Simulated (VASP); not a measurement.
# Re (P6_3/mmc) in VASP: a series of runs

Re is run at these levels: PBE; tasks: single point.

Program: VASP 6.6.1. These are calculated values, not measurements. Logs are shortened: lines on timing, memory, paths and dates and some standing lists are left out, and cuts for length are marked.

### 1 The cell of the first run

Symmetry: P6_3/mmc, No. 194, hexagonal system. Conventional cell: a = 2.777 Å, b = 2.777 Å, c = 4.479 Å, α = 90.00°, β = 90.00°, γ = 120.00°. Within 3.6 Å of Re (site symmetry -6m2) lie 12 Re at 2.75 to 2.78 Å.

### 2 Single point, PBE

INCAR

```
SYSTEM = Re
  PREC = Accurate
  ENCUT = 520
  EDIFF = 1E-6
  ISMEAR = 1
  SIGMA = 0.03
  LREAL = .FALSE.
  LASPH = .TRUE.
  NELM = 80
  ALGO = Normal
  ISIF = 2
  LWAVE = .FALSE.
  LCHARG = .FALSE.
  GGA = PE
  NBANDS = 14
```

KPOINTS

```
regular mesh
0
G
  13 13 7
  0 0 0
```

POSCAR

```
Re
1.0
    2.7768706464      0.0000000000      0.0000000000
   -1.3884353232      2.4048405228      0.0000000000
    0.0000000000      0.0000000000      4.4788142384
Re
2
Direct
    0.3333333333      0.6666666667      0.2500000000
    0.6666666667      0.3333333333      0.7500000000
```

Potentials or basis: VASP PAW PBE potentials, release 64 (Re).

Launch:

```
$ cat potpaw_PBE.64/Re/POTCAR > POTCAR
$ mpirun -np 1 vasp_std > vasp.out
```

OUTCAR:

```text
SYSTEM = Re
   PREC = Accurate
   ENCUT = 520
   EDIFF = 1E-6
   ISMEAR = 1
   LREAL = .FALSE.
   LASPH = .TRUE.
   NELM = 80
   ISIF = 2
   GGA = PE

 ion  position               nearest neighbor table
   1  0.333  0.667  0.250-   2 2.75   2 2.75   2 2.75   2 2.75   2 2.75   2 2.75
   2  0.667  0.333  0.750-   1 2.75   1 2.75   1 2.75   1 2.75   1 2.75   1 2.75

  LATTYP: Found a hexagonal cell.
 ALAT       =     2.7768706464
 C/A-ratio  =     1.6128998462

  Lattice vectors:

 A1 = (   2.7768706464,   0.0000000000,   0.0000000000)
 A2 = (  -1.3884353232,   2.4048405228,   0.0000000000)
 A3 = (   0.0000000000,   0.0000000000,   4.4788142384)

Analysis of symmetry for initial positions (statically):
=====================================================================
 Subroutine PRICEL returns:
 Original cell was already a primitive cell.

 Routine SETGRP: Setting up the symmetry group for a
 hexagonal supercell.

 Subroutine GETGRP returns: Found 24 space group operations
 (whereof 12 operations were pure point group operations)
 out of a pool of 24 trial point group operations.

The static configuration has the point symmetry D_3d.
 The point group associated with its full space group is D_6h.

Analysis of symmetry for dynamics (positions and initial velocities):
=====================================================================
 Subroutine PRICEL returns:
 Original cell was already a primitive cell.

 Routine SETGRP: Setting up the symmetry group for a
 hexagonal supercell.

 Subroutine GETGRP returns: Found 24 space group operations
 (whereof 12 operations were pure point group operations)
 out of a pool of 24 trial point group operations.

The dynamic configuration has the point symmetry D_3d.
 The point group associated with its full space group is D_6h.

 Subroutine INISYM returns: Found 24 space group operations
 (whereof 12 operations are pure point group operations),
 and found     1 'primitive' translations

----------------------------------------------------------------------------------------

                                     Primitive cell

  volume of cell :      29.9092

  direct lattice vectors                    reciprocal lattice vectors
     2.776870646  0.000000000  0.000000000     0.360117603  0.207913995  0.000000000
    -1.388435323  2.404840523  0.000000000     0.000000000  0.415827990  0.000000000
     0.000000000  0.000000000  4.478814238     0.000000000  0.000000000  0.223273381

  length of vectors
     2.776870646  2.776870646  4.478814238     0.415827990  0.415827990  0.223273381

  position of ions in fractional coordinates (direct lattice)
     0.333333333  0.666666667  0.250000000
     0.666666667  0.333333333  0.750000000

  ion indices of the primitive-cell ions
   primitive index   ion index
                 1           1
                 2           2

----------------------------------------------------------------------------------------

 KPOINTS: regular mesh

Automatic generation of k-mesh.
 Grid dimensions read from file:
 generate k-points for:   13   13    7

 Generating k-lattice:

  Cartesian coordinates                     Fractional coordinates (reciprocal lattice)
     0.027701354  0.015993384  0.000000000     0.076923077  0.000000000  0.000000000
     0.000000000  0.031986768  0.000000000     0.000000000  0.076923077  0.000000000
     0.000000000  0.000000000  0.031896197     0.000000000  0.000000000  0.142857143

  Length of vectors
     0.031986768  0.031986768  0.031896197

  Shift w.r.t. Gamma in fractional coordinates (k-lattice)
     0.000000000  0.000000000  0.000000000

 Subroutine IBZKPT returns following result:
 ===========================================

 Found     84 irreducible k-points:

 Following reciprocal coordinates:
            Coordinates               Weight
  0.000000  0.000000  0.000000      1.000000
  0.076923  0.000000  0.000000      6.000000
  0.153846  0.000000  0.000000      6.000000
  0.230769  0.000000  0.000000      6.000000
  0.307692  0.000000  0.000000      6.000000
  0.384615  0.000000  0.000000      6.000000
[... 16 lines left out ...]
  0.076923  0.000000  0.142857     12.000000
  0.153846  0.000000  0.142857     12.000000
 [... further k-points ...]
   k-points           NKPTS =     84   k-points in BZ     NKDIM =     84   number of bands    NBANDS=     14
   number of dos      NEDOS =    301   number of ions     NIONS =      2
   total plane-waves  NPLWV =  20736
   dimension x,y,z NGX =    24 NGY =   24 NGZ =   36
   dimension x,y,z NGXF=    48 NGYF=   48 NGZF=   72
   ions per type =               2
   NGX,Y,Z   is equivalent  to a cutoff of  14.37, 14.37, 13.36 a.u.
   NGXF,Y,Z  is equivalent  to a cutoff of  28.74, 28.74, 26.73 a.u.
 SYSTEM =  Re
   PREC   = accura    normal or accurate (medium, high low for compatibility)
   ISTART =      0    job   : 0-new  1-cont  2-samecut
   ICHARG =      2    charge: 1-file 2-atom 10-const
   ISPIN  =      1    spin polarized calculation?
   LNONCOLLINEAR =      F non collinear calculations
   LSORBIT =      F    spin-orbit coupling
   LASPH  =      T    aspherical Exc in radial PAW
   ENCUT  =  520.0 eV  38.22 Ry    6.18 a.u.   5.16  5.16  8.33*2*pi/ulx,y,z
   NELM   =     80;   NELMIN=  2; NELMDL= -5     # of ELM steps
   EDIFF  = 0.1E-05   stopping-criterion for ELM
   LREAL  =      F    real-space projection
   EDIFFG = 0.1E-04   stopping-criterion for IOM
   NSW    =      0    number of steps for IOM
   IBRION =     -1    ionic relax: 0-MD 1-quasi-New 2-CG
   NFREE  =      0    steps in history (QN), initial steepest desc. (CG)
   ISIF   =      2    stress and relaxation
   ISYM   =      2    0-nonsym 1-usesym 2-fastsym
   POTIM  = 0.5000    time-step for ionic-motion
   TEBEG  =    0.0;   TEEND  =   0.0 temperature during run
   PSTRESS=    0.0 pullay stress
   NELECT =      14.0000    total number of electrons
   NUPDOWN=      -1.0000    fix difference up-down
   EMIN   =  10.00;   EMAX   =-10.00  energy-range for DOS
   EFERMI =   0.00;   METHOD = LEGACY
   ISMEAR =     1;   SIGMA  =   0.03  broadening in eV -4-tet -1-fermi 0-gaus
   EFERMI_NEDOS =   21; number of points for ismear=-14 and -15
   IALGO  =     38    algorithm
   IMIX   =      4    mixing-type and parameters
     AMIX     =   0.40;   BMIX     =  1.00
     AMIX_MAG =   1.60;   BMIX_MAG =  1.00
  volume/ion in A,a.u.               =      14.95       100.92
  Fermi-wavevector in a.u.,A,eV,Ry     =   1.271108  2.402046 21.983151  1.615716
  Thomas-Fermi vector in A             =   2.404059
   LORBIT       =      0    0 simple, 1 ext, 2 COOP (PROOUT), +10 PAW based schemes
   GGA     = PE    functional components
   LHFCALC =     F    Hartree Fock is set to
   AEXX    =    0.0000 exact exchange contribution
   IVDW    =     0    specifies the selected vdW correction
   LEPSILON=     F    determine dielectric tensor
   LRPA    =     F    only Hartree local field effects (RPA)
 non-spin polarized calculation
 Methfessel and Paxton  Order N= 1 SIGMA  =   0.03
  energy-cutoff  :      520.00
  volume of cell :       29.91
 maximum number of plane-waves:       821
 NGX is ok and might be reduce to    24
   NGX = 11   NGY = 11   NGZ = 17

 number of electron      14.0000000 magnetization

 Free energy of the ion-electron system (eV)
  ---------------------------------------------------
  ext. energy  EPLUGINS =         0.00000000
  ---------------------------------------------------
  free energy    TOTEN  =       -24.85037946 eV

  energy without entropy =      -24.85030467  energy(sigma->0) =      -24.85035453

 E-fermi :   7.6386     XC(G=0): -13.6404

 val. band max:        7.6295975737   @ k =   0.1538   0.0769   0.2857
 cond. band min:       7.6821139897   @ k =   0.3846   0.1538   0.2857
 fundamental gap:      0.0525164161
 Fermi energy:         7.6385605278

 k-point     1 :       0.0000    0.0000    0.0000
  band No.  band energies     occupation
      1      -2.0685      2.00000
      2       1.1833      2.00000
      3       6.1471      2.00000
      4       6.1471      2.00000
      5       6.1645      2.00000
      6       6.9651      2.00000
      7       6.9651      2.00000
      8       7.8644     -0.00000
      9       7.8644     -0.00000
     10       8.2856      0.00000
     11      10.9776      0.00000
     12      10.9776      0.00000
     13      17.5041      0.00000
     14      21.8026      0.00000

 k-point     2 :       0.0769    0.0000    0.0000
  band No.  band energies     occupation
      1      -1.8315      2.00000
      2       1.4049      2.00000
      3       5.6374      2.00000
      4       6.3636      2.00000
      5       6.5913      2.00000
      6       6.8091      2.00000
      7       7.1695      2.00000
      8       7.3072      2.00000
      9       7.6850     -0.05090
     10       7.8701     -0.00000
     11      11.0979      0.00000
     12      11.9691      0.00000
     13      17.4873      0.00000
     14      22.3222      0.00000

 k-point     3 :       0.1538    0.0000    0.0000
  band No.  band energies     occupation
      1      -1.1594      2.00000
      2       1.9806      2.00000
      3       5.0491      2.00000
      4       5.9543      2.00000
      5       6.3492      2.00000
      6       6.9989      2.00000
      7       7.2031      2.00000
      8       7.2570      2.00000
      9       7.5417      2.00005
     10       7.7651     -0.00000
     11      11.3591      0.00000
     12      13.7461      0.00000
     13      17.3608      0.00000
     14      23.5664      0.00000
[... 324 lines left out ...]
 k-point    23 :       0.0769    0.0000    0.1429
  band No.  band energies     occupation
      1      -1.5983      2.00000
      2       1.4175      2.00000
      3       5.6315      2.00000
      4       6.2265      2.00000
      5       6.2524      2.00000
      6       6.4057      2.00000
      7       7.0083      2.00000
      8       7.3261      2.00000
      9       8.0596     -0.00000
     10       8.1011     -0.00000
     11      11.0921      0.00000
     12      11.6939      0.00000
     13      18.4899      0.00000
     14      21.8739      0.00000

 k-point    24 :       0.1538    0.0000    0.1429
  band No.  band energies     occupation
      1      -0.9434      2.00000
      2       2.0148      2.00000
      3       5.0972      2.00000
      4       5.4232      2.00000
      5       6.2086      2.00000
      6       6.6911      2.00000
      7       6.9919      2.00000
      8       7.4920      2.00000
      9       7.9196     -0.00000
     10       8.0713     -0.00000
     11      11.2989      0.00000
     12      13.0571      0.00000
     13      18.4468      0.00000
     14      23.1671      0.00000

 [... further k-points ...]
[... 5 lines left out ...]
  --------------------------------------------------------------------------------------
  -------------------------------------------------------------------------------------
  Total       -0.1409993     -0.1409993     -0.1469425      0.0000000     -0.0000000      0.0000000
  in kB       -7.5530527     -7.5530527     -7.8714210      0.0000000     -0.0000000      0.0000000
  external PRESSURE =      -7.6591755 kB  Pullay stress =       0.0000000 kB

 VOLUME and BASIS-vectors are now :
 -----------------------------------------------------------------------------
  energy-cutoff  :      520.00
  volume of cell :       29.91
      direct lattice vectors                 reciprocal lattice vectors
     2.776870646  0.000000000  0.000000000     0.360117603  0.207913995  0.000000000
    -1.388435323  2.404840523  0.000000000     0.000000000  0.415827990  0.000000000
     0.000000000  0.000000000  4.478814238     0.000000000  0.000000000  0.223273381

 POSITION                                       TOTAL-FORCE (eV/Angst)
 -----------------------------------------------------------------------------------
     -0.00000      1.60323      1.11970        -0.000000     -0.000000      0.000000
      1.38844      0.80161      3.35911         0.000000      0.000000      0.000000
 -----------------------------------------------------------------------------------
    total drift:                               -0.000000      0.000000     -0.000000

  FREE ENERGIE OF THE ION-ELECTRON SYSTEM (eV)
  ---------------------------------------------------
  free  energy   TOTEN  =       -24.8503794634 eV

  energy  without entropy=      -24.8503046664  energy(sigma->0) =      -24.85035453
```

It took 54 s on 1 thread of Intel Xeon Platinum 8375C at 2.90GHz (Ice Lake), shared host; peak memory 0.17 GiB.

Results:

- Free energy: -24.8504 eV
- Pressure: -0.8 GPa
- Band gap on the k mesh: zero (band 7 reaches 8.84 eV, above the bottom of band 8 at 6.14 eV)

Levels at points of the mesh, in eV from the Fermi level:
```tsv
k point	band 3	band 4	band 5	band 6	band 7	band 8	band 9	band 10	band 11	band 12
(0.00, 0.00, 0.00)	-1.49	-1.49	-1.47	-0.67	-0.67	0.23	0.23	0.65	3.34	3.34
```

Caveat: spin-orbit coupling is left out, which moves the levels of the heavy elements.

### 3 Single point, PBE

INCAR

```
  PREC = Accurate
  ENCUT = 520
  EDIFF = 1E-7
  ISMEAR = 1
  SIGMA = 0.1
  LREAL = F
  LASPH = T
  NELM = 80
  ALGO = Normal
  ISIF = 2
  LWAVE = F
  LCHARG = T
  GGA = PE
  LELF = T
  LVHAR = T
  NBANDS = 14
```

KPOINTS

```
regular mesh
0
Gamma
  13 13 7
```

POSCAR is that of step 2.

Potentials or basis: VASP PAW PBE potentials, release 64 (Re).

Launch:

```
$ cat potpaw_PBE.64/Re/POTCAR > POTCAR
$ mpirun -np 1 vasp_std > vasp.out
```

Wall time 62 s (1 thread of Intel Xeon Platinum 8375C at 2.90GHz (Ice Lake), shared host); peak memory 0.17 GiB.

Results (log left out):

| Property | Result |
| --- | --- |
| Free energy | -24.8505 eV |
| Pressure | -0.8 GPa |
| Band gap on the k mesh | zero (band 7 reaches 8.84 eV, above the bottom of band 8 at 6.14 eV) |

Stress tensor (GPa, compression positive):
```
-0.72  0.00  0.00
 0.00 -0.72  0.00
 0.00  0.00 -0.92
```

Levels at points of the mesh, in eV from the Fermi level:
| k point | band 5 | band 6 | band 7 | band 8 | band 9 | band 10 |
| --- | --- | --- | --- | --- | --- | --- |
| (0.00, 0.00, 0.00) | -1.48 | -0.68 | -0.68 | 0.22 | 0.22 | 0.64 |

Caveat: spin-orbit coupling is left out, which moves the levels of the heavy elements.
